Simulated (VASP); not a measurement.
# Ag (P6_3/mmc) in VASP: a series of runs, part 2 of 2

VASP 6.6.1. The steps go on from the part before.

### Step 4. Electric field gradients, PBE

This run uses another cell than the first one, of 17.81 Å³/atom.

INCAR

```
PREC = Accurate ; ENCUT = 520
EDIFF = 1E-8 ; ISMEAR = -1
SIGMA = 0.05 ; LREAL = F
LASPH = T ; NELM = 100
ALGO = Normal ; ISIF = 2
LWAVE = F ; LCHARG = F
GGA = PE ; LEFG = T
NBANDS = 18
```

KPOINTS

```
Automatic mesh
0
Gamma
  14 14 8
```

POSCAR

```
Ag
1.0
    2.9299980804      0.0000000000      0.0000000000
   -1.4649990402      2.5374527707      0.0000000000
    0.0000000000      0.0000000000      4.7900000000
Ag
2
Direct
    0.3333333333      0.6666666667      0.2500000000
    0.6666666667      0.3333333333      0.7500000000
```

Potentials or basis: VASP PAW PBE potentials, release 64 (Ag).

The run is started by

```sh
$ cat potpaw_PBE.64/Ag/POTCAR > POTCAR
$ mpirun -np 1 vasp_std > vasp.out
```

OUTCAR:

```text
PREC = Accurate
   ENCUT = 520
   EDIFF = 1E-8
   ISMEAR = -1
   LREAL = F
   LASPH = T
   NELM = 100
   ISIF = 2
   GGA = PE

 ion  position               nearest neighbor table
   1  0.333  0.667  0.250-   2 2.93   2 2.93   2 2.93   2 2.93   2 2.93   2 2.93
   2  0.667  0.333  0.750-   1 2.93   1 2.93   1 2.93   1 2.93   1 2.93   1 2.93

  LATTYP: Found a hexagonal cell.
 ALAT       =     2.9299980804
 C/A-ratio  =     1.6348133577

  Lattice vectors:

 A1 = (   2.9299980804,   0.0000000000,   0.0000000000)
 A2 = (  -1.4649990402,   2.5374527707,   0.0000000000)
 A3 = (   0.0000000000,   0.0000000000,   4.7900000000)

Analysis of symmetry for initial positions (statically):
=====================================================================
 Subroutine PRICEL returns:
 Original cell was already a primitive cell.

 Routine SETGRP: Setting up the symmetry group for a
[... 695 lines left out ...]
  energy-cutoff  :      520.00
  volume of cell :       35.61
      direct lattice vectors                 reciprocal lattice vectors
     2.929998080  0.000000000  0.000000000     0.341297152  0.197048003  0.000000000
    -1.464999040  2.537452771  0.000000000     0.000000000  0.394096005  0.000000000
     0.000000000  0.000000000  4.790000000     0.000000000  0.000000000  0.208768267

 POSITION                                       TOTAL-FORCE (eV/Angst)
 -----------------------------------------------------------------------------------
     -0.00000      1.69164      1.19750        -0.000000      0.000000      0.000000
      1.46500      0.84582      3.59250         0.000000     -0.000000      0.000000
 -----------------------------------------------------------------------------------
    total drift:                               -0.000000      0.000000     -0.000000

  FREE ENERGIE OF THE ION-ELECTRON SYSTEM (eV)
  ---------------------------------------------------
  free  energy   TOTEN  =        -5.4283888050 eV

  energy  without entropy=       -5.4245823231  energy(sigma->0) =       -5.42648556

 Electric field gradients (V/A^2)
---------------------------------------------------------------------
 ion       V_xx      V_yy      V_zz      V_xy      V_xz      V_yz
---------------------------------------------------------------------
   1      -1.920    -1.921     3.841    -0.001     0.000    -0.000
   2      -1.920    -1.921     3.841    -0.001    -0.000     0.000
---------------------------------------------------------------------

 Electric field gradients after diagonalization (V/A^2)
 (convention: |V_zz| > |V_xx| > |V_yy|)
----------------------------------------------------------------------
 ion       V_xx      V_yy      V_zz     asymmetry (V_yy - V_xx)/ V_zz
----------------------------------------------------------------------
   1      -1.921    -1.919     3.841       0.000
   2      -1.921    -1.919     3.841       0.000
----------------------------------------------------------------------

           NMR quadrupolar parameters

 Cq : quadrupolar parameter    Cq=e*Q*V_zz/h
 eta: asymmetry parameters     (V_yy - V_xx)/ V_zz
 Q  : nuclear electric quadrupole moment in mb (millibarn)
----------------------------------------------------------------------
 ion       Cq(MHz)       eta       Q (mb)
----------------------------------------------------------------------
   1       0.009       0.000       1.000
   2       0.009       0.000       1.000
----------------------------------------------------------------------
```

It took 27 s on 1 thread of Intel Xeon 6975P-C (Granite Rapids), shared host; peak memory 0.19 GiB.

What came out:

| Quantity | Value |
| --- | --- |
| Free energy | -5.4284 eV |
| Pressure | 0.4 GPa |
| Band gap on the k mesh | zero (bands 11 and 12 overlap by 6.96 eV) |
| Largest electric field gradient by atom | Ag +3.8 V/Å² |

Electric field gradients, principal values (V/Å²):
```tsv
atom	least	middle	greatest (by size)
1 Ag	-1.919	-1.921	3.841
2 Ag	-1.919	-1.921	3.841
```

Caveat: without QUAD_EFG the Cq values of the log hold for a quadrupole moment of 1 mb, not for the nuclei.

### Step 5. Electric field gradients, PBE (18.34 Å³/atom)

This run uses another cell than the first one, of 18.34 Å³/atom.

INCAR: that of step 4 with these lines changed.

```diff
@@ -3,3 +3,3 @@
 SIGMA = 0.05 ; LREAL = F
-LASPH = T ; NELM = 100
+LASPH = T ; NELM = 60
 ALGO = Normal ; ISIF = 2
```

KPOINTS is that of step 4.

POSCAR

```
Ag
1.0
    2.9590098492      0.0000000000      0.0000000000
   -1.4795049246      2.5625776994      0.0000000000
    0.0000000000      0.0000000000      4.8374288271
Ag
2
Direct
    0.3333333333      0.6666666667      0.2500000000
    0.6666666667      0.3333333333      0.7500000000
```

Potentials or basis: VASP PAW PBE potentials, release 64 (Ag).

The run is started by

```sh
$ cat potpaw_PBE.64/Ag/POTCAR > POTCAR
$ mpirun -np 1 vasp_std > vasp.out
```

OUTCAR:

```text
PREC = Accurate
   ENCUT = 520
   EDIFF = 1E-8
   ISMEAR = -1
   LREAL = F
   LASPH = T
   NELM = 60
   ISIF = 2
   GGA = PE

 ion  position               nearest neighbor table
   1  0.333  0.667  0.250-   2 2.96   2 2.96   2 2.96   2 2.96   2 2.96   2 2.96
   2  0.667  0.333  0.750-   1 2.96   1 2.96   1 2.96   1 2.96   1 2.96   1 2.96

  LATTYP: Found a hexagonal cell.
 ALAT       =     2.9590098492
 C/A-ratio  =     1.6348133577

  Lattice vectors:

 A1 = (   2.9590098492,   0.0000000000,   0.0000000000)
 A2 = (  -1.4795049246,   2.5625776994,   0.0000000000)
 A3 = (   0.0000000000,   0.0000000000,   4.8374288271)

Analysis of symmetry for initial positions (statically):
=====================================================================
 Subroutine PRICEL returns:
 Original cell was already a primitive cell.

 Routine SETGRP: Setting up the symmetry group for a
[... 695 lines left out ...]
  energy-cutoff  :      520.00
  volume of cell :       36.68
      direct lattice vectors                 reciprocal lattice vectors
     2.959009849  0.000000000  0.000000000     0.337950886  0.195116035  0.000000000
    -1.479504925  2.562577699  0.000000000     0.000000000  0.390232070  0.000000000
     0.000000000  0.000000000  4.837428827     0.000000000  0.000000000  0.206721388

 POSITION                                       TOTAL-FORCE (eV/Angst)
 -----------------------------------------------------------------------------------
     -0.00000      1.70839      1.20936        -0.000000      0.000000      0.000000
      1.47950      0.85419      3.62807         0.000000     -0.000000      0.000000
 -----------------------------------------------------------------------------------
    total drift:                               -0.000000      0.000000     -0.000000

  FREE ENERGIE OF THE ION-ELECTRON SYSTEM (eV)
  ---------------------------------------------------
  free  energy   TOTEN  =        -5.4226414635 eV

  energy  without entropy=       -5.4187950175  energy(sigma->0) =       -5.42071824

 Electric field gradients (V/A^2)
---------------------------------------------------------------------
 ion       V_xx      V_yy      V_zz      V_xy      V_xz      V_yz
---------------------------------------------------------------------
   1      -1.757    -1.758     3.514    -0.001     0.000    -0.000
   2      -1.757    -1.758     3.514    -0.001    -0.000     0.000
---------------------------------------------------------------------

 Electric field gradients after diagonalization (V/A^2)
 (convention: |V_zz| > |V_xx| > |V_yy|)
----------------------------------------------------------------------
 ion       V_xx      V_yy      V_zz     asymmetry (V_yy - V_xx)/ V_zz
----------------------------------------------------------------------
   1      -1.758    -1.756     3.514       0.001
   2      -1.758    -1.756     3.514       0.001
----------------------------------------------------------------------

           NMR quadrupolar parameters

 Cq : quadrupolar parameter    Cq=e*Q*V_zz/h
 eta: asymmetry parameters     (V_yy - V_xx)/ V_zz
 Q  : nuclear electric quadrupole moment in mb (millibarn)
----------------------------------------------------------------------
 ion       Cq(MHz)       eta       Q (mb)
----------------------------------------------------------------------
   1       0.008       0.001       1.000
   2       0.008       0.001       1.000
----------------------------------------------------------------------
```

OSZICAR:

```text
N       E                     dE             d eps       ncg     rms          rms(c)
DAV:   1     0.124612044503E+03    0.12461E+03   -0.11698E+04  4320   0.121E+03
DAV:   2    -0.383159592149E+01   -0.12844E+03   -0.12202E+03  4468   0.266E+02
DAV:   3    -0.587149498823E+01   -0.20399E+01   -0.20333E+01  5010   0.377E+01
DAV:   4    -0.587766610487E+01   -0.61711E-02   -0.61706E-02  4878   0.204E+00
DAV:   5    -0.587771773395E+01   -0.51629E-04   -0.51628E-04  4692   0.200E-01    0.612E+00
DAV:   6    -0.543799692129E+01    0.43972E+00   -0.11421E+00  4490   0.113E+01    0.411E+00
DAV:   7    -0.542703659435E+01    0.10960E-01   -0.12562E-02  4612   0.102E+00    0.238E+00
DAV:   8    -0.542261426408E+01    0.44223E-02   -0.11113E-03  4546   0.285E-01    0.964E-02
DAV:   9    -0.542262959125E+01   -0.15327E-04   -0.18020E-05  4964   0.306E-02    0.385E-02
DAV:  10    -0.542264171786E+01   -0.12127E-04   -0.82147E-06  4762   0.266E-02    0.196E-03
DAV:  11    -0.542264152032E+01    0.19754E-06   -0.10486E-07  4856   0.275E-03    0.112E-03
DAV:  12    -0.542264144556E+01    0.74767E-07   -0.91123E-09  3658   0.763E-04    0.211E-04
DAV:  13    -0.542264145984E+01   -0.14283E-07   -0.46275E-10  2332   0.211E-04    0.393E-05
DAV:  14    -0.542264146354E+01   -0.37035E-08   -0.55484E-11  2296   0.650E-05
   1 F= -.54226415E+01 E0= -.54207182E+01  d E =-.384645E-02
```

stdout:

```text
POSCAR found type information on POSCAR Ag
 POSCAR found :  1 types and       2 ions
 scaLAPACK will be used
 LDA part: xc-table for (Slater+PW92), standard interpolation
 POSCAR, INCAR and KPOINTS ok, starting setup
 FFT: planning ... GRIDC
 FFT: planning ... GRID_SOFT
 FFT: planning ... GRID
 WAVECAR not read
 entering main loop
ion   1

ion   2
```

It took 24 s on 1 thread of Intel Xeon 6975P-C (Granite Rapids), shared host; peak memory 0.19 GiB.

Results:

```
Free energy                             : -5.4226 eV
Pressure                                : -2.2 GPa
Band gap on the k mesh                  : zero (bands 11 and 12 overlap by 6.87 eV)
Largest electric field gradient by atom : Ag +3.5 V/Å²
```

Electric field gradients, principal values (V/Å²):
```
atom   least  middle  greatest (by size)
1 Ag  -1.756  -1.758               3.514
2 Ag  -1.756  -1.758               3.514
```

Caveat: without QUAD_EFG the Cq values of the log hold for a quadrupole moment of 1 mb, not for the nuclei.

### Step 6. Overview

| cell | gap on the mesh (eV) | pressure (GPa) |
| --- | --- | --- |
| a = 2.871, b = 2.871, c = 4.693 Å, angles 90.0, 90.0, 120.0°, 2 atoms | none | 7.1 |
| a = 2.930, b = 2.930, c = 4.790 Å, angles 90.0, 90.0, 120.0°, 2 atoms | none | 0.4 |
| a = 2.959, b = 2.959, c = 4.837 Å, angles 90.0, 90.0, 120.0°, 2 atoms | none | -2.2 |

Alike in all rows: task electric field gradients; level PBE; potentials or basis VASP PAW PBE potentials, release 64 (Ag); no spin polarisation; k mesh 14 × 14 × 8; cutoff (eV) 520; smearing fermi-dirac 0.05 eV.

Caveats: the cell stands under pressure (at least some runs).

Absolute energies hang on the potentials; compare differences alone.
